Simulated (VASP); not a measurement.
Wanted: the native input for a VASP 6.6.1 run.

| Property | Result |
| --- | --- |
| Task | single point |
| Functional | PBE |
| Potentials or basis | VASP PAW PBE potentials, release 64 (Eu, S) |
| Cutoff | 600 eV |
| k mesh | 7 × 7 × 7 |
| Occupations | fermi-dirac, width 0.15 eV |
| Spin | collinear spin, ferromagnetic start |
| Starting moments | [7.0, 0.0] μB |
| Hubbard terms | Eu f U = 4.0 eV |
| Dipole correction | no |
| Further INCAR settings | ALGO = Normal; EDIFF = 1e-06; NBANDS = 22 |

The structure of EuS lies in POSCAR:

```
EuS
1.0
    0.0000000000      2.9785000000      2.9785000000
    2.9785000000      0.0000000000      2.9785000000
    2.9785000000      2.9785000000      0.0000000000
Eu S
1 1
Direct
    0.0000000000      0.0000000000      0.0000000000
    0.5000000000      0.5000000000      0.5000000000
```

One way to write it, as run:

INCAR

```
SYSTEM = EuS
  PREC = Accurate
  ENCUT = 600
  EDIFF = 1E-6
  ISMEAR = -1
  SIGMA = 0.15
  LREAL = .False.
  LASPH = .True.
  NELM = 200
  ALGO = Normal
  ISIF = 2
  LWAVE = .False.
  LCHARG = .False.
  ISPIN = 2
  MAGMOM = 7 0
  LORBIT = 11
  LMAXMIX = 6
  LDAU = .True.
  LDAUTYPE = 2
  LDAUL = 3 -1
  LDAUU = 4 0
  LDAUJ = 0 0
  LDAUPRINT = 1
  GGA = PE
  NBANDS = 22
  GGA_COMPAT = .False.
```

KPOINTS

```
Automatic mesh
0
Gamma
  7 7 7
  0 0 0
```

Potentials or basis: VASP PAW PBE potentials, release 64 (Eu, S).

Launch:

```sh
$ cat potpaw_PBE.64/Eu/POTCAR potpaw_PBE.64/S/POTCAR > POTCAR
$ mpirun -np 1 vasp_std > vasp.out
```

It gave:

```json
{
  "Pressure": "-0.1 GPa",
  "Net moment": "6.99 μB per cell",
  "Site moments": "Eu +6.68; S -0.07 μB",
  "Valence electrons inside the program's atomic spheres": "Eu 14.84; S 3.76"
}
```

Caveat: a cell with one magnetic atom can't hold antiferromagnetic order, which such compounds often take.

It took 3.5 min on 1 thread of Intel Xeon 8259CL, on a shared host, peak memory 0.27 GiB.
